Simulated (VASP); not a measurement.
# AlNi (P4mm) in VASP: further runs

Runs on AlNi. Level: PBEsol. Tasks: single point.

Everything below comes from runs of VASP 6.6.1. Logs are shortened: lines on timing, memory, paths and dates and some standing lists are left out, and cuts for length are marked.

## (1) The cell of the first run

The structure is tetragonal, space group P4mm (No. 99). The conventional cell has a = 2.859 Å, b = 2.859 Å, c = 2.869 Å, α = 90.00°, β = 90.00°, γ = 90.00°. Within 3.2 Å of Al (site symmetry 4mm) lie 8 Ni at 2.44 to 2.52 Å and 6 Al at 2.86 to 2.87 Å. Within 3.2 Å of Ni (site symmetry 4mm) lie 8 Al at 2.44 to 2.52 Å and 6 Ni at 2.86 to 2.87 Å.

## (2) Single point, PBEsol (all Al atoms moved +0.075 Å, as atom 1 along Cartesian [0 0 1])

Contents of INCAR:

```
PREC = Accurate
ENCUT = 520
EDIFF = 1E-6
ISMEAR = 0
SIGMA = 0.15
LREAL = False
LASPH = True
NELM = 100
ALGO = Fast
ISIF = 2
LWAVE = False
LCHARG = False
GGA = PS
NBANDS = 14
```

Contents of KPOINTS:

```
Automatic mesh
0
Gamma
  20 20 20
```

Contents of POSCAR:

```
AlNi
1.0
    2.0213280872     -2.0213497884      0.0000000000
    2.0213280872      2.0213497884      0.0000000000
    0.0000000000      0.0000000000      2.8694088111
Al Ni
1 1
Direct
    0.0000000000      0.0000000000      0.0261377883
    0.5000000000      0.5000000000      0.5000000000
```

Potentials or basis: VASP PAW PBE potentials, release 64 (Al, Ni).

On the command line:

```sh
cat potpaw_PBE.64/Al/POTCAR potpaw_PBE.64/Ni/POTCAR > POTCAR
mpirun -np 1 vasp_std > vasp.out
```

OUTCAR:

```text
PREC = Accurate
   ENCUT = 520
   EDIFF = 1E-6
   ISMEAR = 0
   LREAL = False
   LASPH = True
   NELM = 100
   ISIF = 2
   GGA = PS

 ion  position               nearest neighbor table
   1  0.000  0.000  0.026-   2 2.44   2 2.44   2 2.44   2 2.44   2 2.52   2 2.52   2 2.52   2 2.52

   2  0.500  0.500  0.500-   1 2.44   1 2.44   1 2.44   1 2.44   1 2.52   1 2.52   1 2.52   1 2.52

  LATTYP: Found a base centered orthorhombic cell.
 ALAT       =     4.0426561744
 B/A-ratio  =     1.0000107361
 C/A-ratio  =     0.7097830454

  Lattice vectors:

 A1 = (   2.0213280872,  -2.0213497884,   0.0000000000)
 A2 = (   2.0213280872,   2.0213497884,   0.0000000000)
 A3 = (   0.0000000000,   0.0000000000,   2.8694088111)

Analysis of symmetry for initial positions (statically):
=====================================================================
 Subroutine PRICEL returns:
 Original cell was already a primitive cell.

 Routine SETGRP: Setting up the symmetry group for a
 base centered orthorhombic supercell.

 Subroutine GETGRP returns: Found  4 space group operations
 (whereof  4 operations were pure point group operations)
 out of a pool of  8 trial point group operations.

The static configuration has the point symmetry C_2v.

Analysis of symmetry for dynamics (positions and initial velocities):
=====================================================================
 Subroutine PRICEL returns:
 Original cell was already a primitive cell.

 Routine SETGRP: Setting up the symmetry group for a
 base centered orthorhombic supercell.

 Subroutine GETGRP returns: Found  4 space group operations
 (whereof  4 operations were pure point group operations)
 out of a pool of  8 trial point group operations.

The dynamic configuration has the point symmetry C_2v.

 Subroutine INISYM returns: Found  4 space group operations
 (whereof  4 operations are pure point group operations),
 and found     1 'primitive' translations

----------------------------------------------------------------------------------------

                                     Primitive cell

  volume of cell :      23.4477

  direct lattice vectors                    reciprocal lattice vectors
     2.021328087 -2.021349788  0.000000000     0.247362120 -0.247359464  0.000000000
     2.021328087  2.021349788  0.000000000     0.247362120  0.247359464  0.000000000
     0.000000000  0.000000000  2.869408811     0.000000000  0.000000000  0.348503844

  length of vectors
     2.858604940  2.858604940  2.869408811     0.349820986  0.349820986  0.348503844

  position of ions in fractional coordinates (direct lattice)
     0.000000000  0.000000000  0.026137788
     0.500000000  0.500000000  0.500000000

  ion indices of the primitive-cell ions
   primitive index   ion index
                 1           1
                 2           2

----------------------------------------------------------------------------------------

 KPOINTS: Automatic mesh

Automatic generation of k-mesh.
 Grid dimensions read from file:
 generate k-points for:   20   20   20

 Generating k-lattice:

  Cartesian coordinates                     Fractional coordinates (reciprocal lattice)
     0.012368106 -0.012367973  0.000000000     0.050000000  0.000000000  0.000000000
     0.012368106  0.012367973  0.000000000     0.000000000  0.050000000  0.000000000
     0.000000000  0.000000000  0.017425192     0.000000000  0.000000000  0.050000000

  Length of vectors
     0.017491049  0.017491049  0.017425192

  Shift w.r.t. Gamma in fractional coordinates (k-lattice)
     0.000000000  0.000000000  0.000000000

 Subroutine IBZKPT returns following result:
 ===========================================

 Found   1221 irreducible k-points:

 Following reciprocal coordinates:
            Coordinates               Weight
  0.000000  0.000000  0.000000      1.000000
  0.050000 -0.000000  0.000000      4.000000
  0.100000  0.000000  0.000000      4.000000
  0.150000  0.000000  0.000000      4.000000
  0.200000  0.000000  0.000000      4.000000
  0.250000 -0.000000  0.000000      4.000000
[... 16 lines left out ...]
 -0.400000  0.050000  0.000000      4.000000
 -0.350000  0.050000  0.000000      4.000000
 [... further k-points ...]
   k-points           NKPTS =   1221   k-points in BZ     NKDIM =   1221   number of bands    NBANDS=     14
   number of dos      NEDOS =    301   number of ions     NIONS =      2
   total plane-waves  NPLWV =  13824
   dimension x,y,z NGX =    24 NGY =   24 NGZ =   24
   dimension x,y,z NGXF=    48 NGYF=   48 NGZF=   48
   ions per type =               1   1
   NGX,Y,Z   is equivalent  to a cutoff of  13.96, 13.96, 13.90 a.u.
   NGXF,Y,Z  is equivalent  to a cutoff of  27.92, 27.92, 27.81 a.u.
 SYSTEM =  unknown system
   PREC   = accura    normal or accurate (medium, high low for compatibility)
   ISTART =      0    job   : 0-new  1-cont  2-samecut
   ICHARG =      2    charge: 1-file 2-atom 10-const
   ISPIN  =      1    spin polarized calculation?
   LNONCOLLINEAR =      F non collinear calculations
   LSORBIT =      F    spin-orbit coupling
   LASPH  =      T    aspherical Exc in radial PAW
   ENCUT  =  520.0 eV  38.22 Ry    6.18 a.u.   5.32  5.32  5.34*2*pi/ulx,y,z
   NELM   =    100;   NELMIN=  2; NELMDL= -5     # of ELM steps
   EDIFF  = 0.1E-05   stopping-criterion for ELM
   LREAL  =      F    real-space projection
   EDIFFG = 0.1E-04   stopping-criterion for IOM
   NSW    =      0    number of steps for IOM
   IBRION =     -1    ionic relax: 0-MD 1-quasi-New 2-CG
   NFREE  =      0    steps in history (QN), initial steepest desc. (CG)
   ISIF   =      2    stress and relaxation
   ISYM   =      2    0-nonsym 1-usesym 2-fastsym
   POTIM  = 0.5000    time-step for ionic-motion
   TEBEG  =    0.0;   TEEND  =   0.0 temperature during run
   PSTRESS=    0.0 pullay stress
   NELECT =      13.0000    total number of electrons
   NUPDOWN=      -1.0000    fix difference up-down
   EMIN   =  10.00;   EMAX   =-10.00  energy-range for DOS
   EFERMI =   0.00;   METHOD = LEGACY
   ISMEAR =     0;   SIGMA  =   0.15  broadening in eV -4-tet -1-fermi 0-gaus
   EFERMI_NEDOS =   21; number of points for ismear=-14 and -15
   IALGO  =     68    algorithm
   IMIX   =      4    mixing-type and parameters
     AMIX     =   0.40;   BMIX     =  1.00
     AMIX_MAG =   1.60;   BMIX_MAG =  1.00
  volume/ion in A,a.u.               =      11.72        79.12
  Fermi-wavevector in a.u.,A,eV,Ry     =   1.344897  2.541487 24.609512  1.808748
  Thomas-Fermi vector in A             =   2.472854
   LORBIT       =      0    0 simple, 1 ext, 2 COOP (PROOUT), +10 PAW based schemes
   GGA     = PS    functional components
   LHFCALC =     F    Hartree Fock is set to
   AEXX    =    0.0000 exact exchange contribution
   IVDW    =     0    specifies the selected vdW correction
   LEPSILON=     F    determine dielectric tensor
   LRPA    =     F    only Hartree local field effects (RPA)
 non-spin polarized calculation
 RMM-DIIS sequential band-by-band and
 Gauss-broadening in eV      SIGMA  =   0.15
  energy-cutoff  :      520.00
  volume of cell :       23.45
 maximum number of plane-waves:       655
 NGX is ok and might be reduce to    24
   NGX = 11   NGY = 11   NGZ = 11

 number of electron      13.0000011 magnetization

 Free energy of the ion-electron system (eV)
  ---------------------------------------------------
  ext. energy  EPLUGINS =         0.00000000
  ---------------------------------------------------
  free energy    TOTEN  =       -11.57290379 eV

  energy without entropy =      -11.56311766  energy(sigma->0) =      -11.56801073

 E-fermi :  10.1533     XC(G=0): -12.2602

 val. band max:       10.1532137321   @ k =  -0.4000   0.4000   0.2000
 cond. band min:      10.1533774904   @ k =   0.3000   0.0500   0.3500
 fundamental gap:      0.0001637582
 Fermi energy:        10.1532963101

 k-point     1 :       0.0000    0.0000    0.0000
  band No.  band energies     occupation
      1      -1.1168      2.00000
      2       6.8174      2.00000
      3       6.8204      2.00000
      4       8.5677      2.00000
      5       8.5678      2.00000
      6       8.5729      2.00000
      7      15.6517      0.00000
      8      15.7853      0.00000
      9      15.7853      0.00000
     10      18.3610      0.00000
     11      18.3893      0.00000
     12      24.2009      0.00000
     13      31.2010      0.00000
     14      31.2683      0.00000

 k-point     2 :       0.0500   -0.0000    0.0000
  band No.  band energies     occupation
      1      -1.0700      2.00000
      2       6.8156      2.00000
      3       6.8310      2.00000
      4       8.5466      2.00000
      5       8.5515      2.00000
      6       8.5705      2.00000
      7      15.2180      0.00000
      8      15.7241      0.00000
      9      15.8473      0.00000
     10      18.3698      0.00000
     11      18.8925      0.00000
     12      24.3630      0.00000
     13      30.6183      0.00000
     14      30.7478      0.00000

 k-point     3 :       0.1000    0.0000    0.0000
  band No.  band energies     occupation
      1      -0.9297      2.00000
      2       6.8031      2.00000
      3       6.8639      2.00000
      4       8.4863      2.00000
      5       8.4921      2.00000
      6       8.5768      2.00000
      7      14.1445      0.00000
      8      15.9065      0.00000
      9      16.0302      0.00000
     10      18.3766      0.00000
     11      19.8084      0.00000
     12      24.8687      0.00000
     13      29.4813      0.00000
     14      29.5948      0.00000
[... 324 lines left out ...]
 k-point    23 :      -0.4000    0.0500    0.0000
  band No.  band energies     occupation
      1       1.7976      2.00000
      2       4.8201      2.00000
      3       7.2688      2.00000
      4       7.8876      2.00000
      5       7.9087      2.00000
      6       8.6327      2.00000
      7       9.6594      2.00000
      8      17.8779      0.00000
      9      19.0505      0.00000
     10      19.3316      0.00000
     11      22.3589      0.00000
     12      22.6513      0.00000
     13      24.0395      0.00000
     14      26.3737      0.00000

 k-point    24 :      -0.3500    0.0500    0.0000
  band No.  band energies     occupation
      1       1.1512      2.00000
      2       5.5206      2.00000
      3       7.2095      2.00000
      4       7.9584      2.00000
      5       7.9779      2.00000
      6       8.6223      2.00000
      7       9.9159      1.97481
      8      17.4583      0.00000
      9      18.3615      0.00000
     10      19.1174      0.00000
     11      23.1638      0.00000
     12      23.3738      0.00000
     13      23.8037      0.00000
     14      26.9292      0.00000

 [... further k-points ...]

------------------------ aborting loop because EDIFF is reached ----------------------------------------

  FORCE on cell =-STRESS in cart. coord.  units (eV):
  Direction    XX          YY          ZZ          XY          YZ          ZX
  --------------------------------------------------------------------------------------
  -------------------------------------------------------------------------------------
  Total        0.1093744      0.1089764      0.0202571      0.0000000      0.0000000      0.0000000
  in kB        7.4735291      7.4463322      1.3841601      0.0000000      0.0000000      0.0000000
  external PRESSURE =       5.4346738 kB  Pullay stress =       0.0000000 kB

 VOLUME and BASIS-vectors are now :
 -----------------------------------------------------------------------------
  energy-cutoff  :      520.00
  volume of cell :       23.45
      direct lattice vectors                 reciprocal lattice vectors
     2.021328087 -2.021349788  0.000000000     0.247362120 -0.247359464  0.000000000
     2.021328087  2.021349788  0.000000000     0.247362120  0.247359464  0.000000000
     0.000000000  0.000000000  2.869408811     0.000000000  0.000000000  0.348503844

 POSITION                                       TOTAL-FORCE (eV/Angst)
 -----------------------------------------------------------------------------------
      0.00000      0.00000      0.07500         0.000000      0.000000     -0.469486
      2.02133      0.00000      1.43470         0.000000      0.000000      0.469486
 -----------------------------------------------------------------------------------
    total drift:                                0.000000     -0.000000      0.000128

  FREE ENERGIE OF THE ION-ELECTRON SYSTEM (eV)
  ---------------------------------------------------
  free  energy   TOTEN  =       -11.5729037930 eV

  energy  without entropy=      -11.5631176614  energy(sigma->0) =      -11.56801073
```

It took 2.7 min on 1 thread of Intel Xeon Platinum 8488C (Sapphire Rapids), shared host; peak memory 0.5 GiB.

Results:

```
Free energy   : -11.5729 eV
Pressure      : 0.5 GPa
Largest force : 0.469 eV/Å
```

Forces in eV/Å, atoms in the order of the input:
```
Al   0.000  0.000 -0.469
Ni   0.000  0.000  0.469
```

Caveat: the cell differs from its parent crystal (all Al atoms moved +0.075 Å, as atom 1 along Cartesian [0 0 1]); the PAW data sets were made with another functional, which shifts forces and pressure a little. Spin polarisation is off, so any magnetic state and its effect on volume and gap are missing.

## (3) Single point, PBEsol (all Al atoms moved +0.113 Å, as atom 1 along Cartesian [0 0 1])

Contents of INCAR:

```
ALGO = Fast
EDIFF = 1E-6
ENCUT = 520
GGA = PS
ISIF = 2
ISMEAR = 0
LASPH = T
LCHARG = F
LREAL = F
LWAVE = F
NBANDS = 14
NELM = 80
PREC = Accurate
SIGMA = 0.15
```

Contents of KPOINTS:

```
k-points
0
Gamma
  20 20 20
```

POSCAR, as its differences from that of step 2:

```diff
@@ -8,3 +8,3 @@
 Direct
-    0.0000000000      0.0000000000      0.0261377883
+    0.0000000000      0.0000000000      0.0392066824
     0.5000000000      0.5000000000      0.5000000000
```

Potentials or basis: VASP PAW PBE potentials, release 64 (Al, Ni).

On the command line:

```sh
cat potpaw_PBE.64/Al/POTCAR potpaw_PBE.64/Ni/POTCAR > POTCAR
mpirun -np 1 vasp_std > vasp.out
```

It took 3.5 min on 1 thread of Intel Xeon 6975P-C, shared host; peak memory 0.5 GiB.

The run converged. Its results:

```
Free energy   : -11.5509 eV
Pressure      : 1.1 GPa
Largest force : 0.704 eV/Å
```

Forces in eV/Å, atoms in the order of the input:
```
Al   0.000  0.000 -0.704
Ni   0.000  0.000  0.704
```

Stress tensor (GPa, compression positive):
```
1.39 0.00 0.00
0.00 1.39 0.00
0.00 0.00 0.40
```

Levels at points of the mesh, in eV from the Fermi level:
```tsv
k point	band 5	band 6	band 7	band 8	band 9	band 10
(0.00, 0.00, 0.00)	-1.59	-1.59	5.51	5.64	5.64	8.22
(0.50, 0.00, 0.00)	-2.32	-1.50	-0.66	8.35	10.08	10.15
(0.50, 0.50, 0.00)	-2.10	-2.10	-1.04	1.51	2.61	12.51
(0.00, 0.00, 0.50)	-2.30	-1.50	-0.67	8.36	10.07	10.07
(0.50, 0.00, 0.50)	-2.15	-2.13	-1.04	1.49	2.57	12.56
(0.50, 0.50, 0.50)	-1.01	1.94	1.94	1.99	3.76	4.58
```

Caveat: the cell differs from its parent crystal (all Al atoms moved +0.113 Å, as atom 1 along Cartesian [0 0 1]); the PAW data sets were made with another functional, which shifts forces and pressure a little. Spin polarisation is off, so any magnetic state and its effect on volume and gap are missing.

## (4) Single point, PBEsol (all Al atoms moved +0.037 Å, as atom 1 along Cartesian [0 0 1])

Contents of INCAR:

```
PREC = Accurate ; ENCUT = 520
EDIFF = 1E-7 ; ISMEAR = 0
SIGMA = 0.15 ; LREAL = False
LASPH = True ; NELM = 80
ALGO = Fast ; ISIF = 2
LWAVE = False ; LCHARG = True
GGA = PS ; LELF = True
LVHAR = True ; NBANDS = 14
```

Contents of KPOINTS:

```
regular mesh
0
Gamma
  20 20 20
```

POSCAR, as its differences from that of step 3:

```diff
@@ -8,3 +8,3 @@
 Direct
-    0.0000000000      0.0000000000      0.0392066824
+    0.0000000000      0.0000000000      0.0130688941
     0.5000000000      0.5000000000      0.5000000000
```

On the command line:

```sh
cat potpaw_PBE.64/Al/POTCAR potpaw_PBE.64/Ni/POTCAR > POTCAR
mpirun -np 1 vasp_std > vasp.out
```

Wall time 3.5 min (1 thread of Intel Xeon 6975P-C, shared host); peak memory 0.5 GiB.

The run converged. Its results:

- Free energy: -11.5861 eV
- Pressure: 0.2 GPa
- Largest force: 0.235 eV/Å

Forces on the atoms (eV/Å):
```
Al   0.000  0.000 -0.235
Ni   0.000  0.000  0.235
```

Stress tensor (GPa, compression positive):
```
 0.37  0.00  0.00
 0.00  0.36  0.00
 0.00  0.00 -0.01
```

Levels at points of the mesh, in eV from the Fermi level:
```
           k point  band 3  band 4  band 5  band 6  band 7  band 8  band 9  band 10  band 11  band 12
(0.00, 0.00, 0.00)   -3.33   -1.58   -1.58   -1.57    5.49    5.63    5.63     8.20     8.23    14.08
(0.50, 0.00, 0.00)   -2.84   -2.32   -2.30   -1.49   -0.65    8.33   10.02    10.14    11.03    11.15
(0.50, 0.50, 0.00)   -2.92   -2.92   -2.14   -2.14   -1.03    1.52    2.62    12.45    15.11    15.11
(0.00, 0.00, 0.50)   -2.85   -2.30   -2.30   -1.49   -0.67    8.33   10.12    10.12    11.12    11.12
(0.50, 0.00, 0.50)   -2.94   -2.93   -2.13   -2.12   -1.04    1.49    2.58    12.54    15.29    15.34
(0.50, 0.50, 0.50)   -4.19   -1.01   -1.00    1.96    1.97    1.97    3.88     4.55     4.55     4.61
```

Caveat: the cell differs from its parent crystal (all Al atoms moved +0.037 Å, as atom 1 along Cartesian [0 0 1]); the PAW data sets were made with another functional, which shifts forces and pressure a little.
